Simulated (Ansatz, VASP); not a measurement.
## Ru: VASP beside Ansatz

INCAR

```
  PREC = Accurate
  ENCUT = 520
  EDIFF = 1E-7
  ISMEAR = -1
  SIGMA = 0.03
  LREAL = False
  LASPH = True
  NELM = 150
  ALGO = Normal
  ISIF = 2
  LWAVE = False
  LCHARG = False
  MAGMOM = 0 0 0 0 0 0
  LORBIT = 11
  LSORBIT = True
  GGA_COMPAT = False
  LORBMOM = True
  LMAXMIX = 4
  GGA = PE
  NBANDS = 40
```

The input KPOINTS:

```
regular mesh
0
Gamma
  14 14 8
```

File POSCAR:

```
Ru
1.0
    2.7057993342      0.0000000000      0.0000000000
   -1.3528996671      2.3432909610      0.0000000000
    0.0000000000      0.0000000000      4.2819000000
Ru
2
Direct
    0.3333333333      0.6666666667      0.2500000000
    0.6666666667      0.3333333333      0.7500000000
```

Input for Ansatz:

```yaml
crystal:
  lattice:
    - [2.7057993342, 0.0, 0.0]
    - [-1.3528996671, 2.343290961, 0.0]
    - [0.0, 0.0, 4.2819]
  atoms:
    - { symbol: Ru, position: [0.3333333333, 0.6666666667, 0.25] }
    - { symbol: Ru, position: [0.6666666667, 0.3333333333, 0.75] }
kpoints:
  mp_grid: { grid: [14, 14, 8] }
  band_path:
    path:
      - [0.0, 0.0, 0.0]
      - [0.5, 0.0, 0.0]
      - [0.3333333333, 0.3333333333, 0.0]
      - [0.0, 0.0, 0.0]
      - [0.0, 0.0, 0.5]
      - [0.5, 0.0, 0.5]
      - [0.3333333333, 0.3333333333, 0.5]
      - [0.0, 0.0, 0.5]
      - [0.5, 0.0, 0.5]
    npoints: 5
scf:
  occupations: { method: fermi_dirac, width: 0.03 }
hamiltonian:
  xc: pbe
  pseudopotentials: { kind: all_electron, lapw: { basis_error: 0.0005 } }
output:
  forces: true
  stress: true
  eigenvalues: true
magnetization:
  noncollinear: true
  spin_orbit: true
```

Alike in both runs: task single point; functional PBE; k mesh 14 × 14 × 8; occupations fermi-dirac, width 0.03 eV; non-collinear spin, spin-orbit coupling.

```csv
,VASP,Ansatz
version,VASP 6.6.1,Ansatz 0.2.0
potentials or method,"VASP PAW PBE potentials, release 64 (Ru_pv), cutoff 520 eV",all-electron LAPW
```

|  | VASP | Ansatz | Ansatz less VASP |
| --- | --- | --- | --- |
| pressure (GPa) | 4.7 | 4.6 | -0.09 |
| traceless stress, the component that is largest in VASP (GPa) | -1.07 | -1.12 | -0.051 |
| net moment per atom (μB) | 0.00 | 0.00 | 0.000 |

Ansatz ran all-electron here, and VASP with PAW potentials.
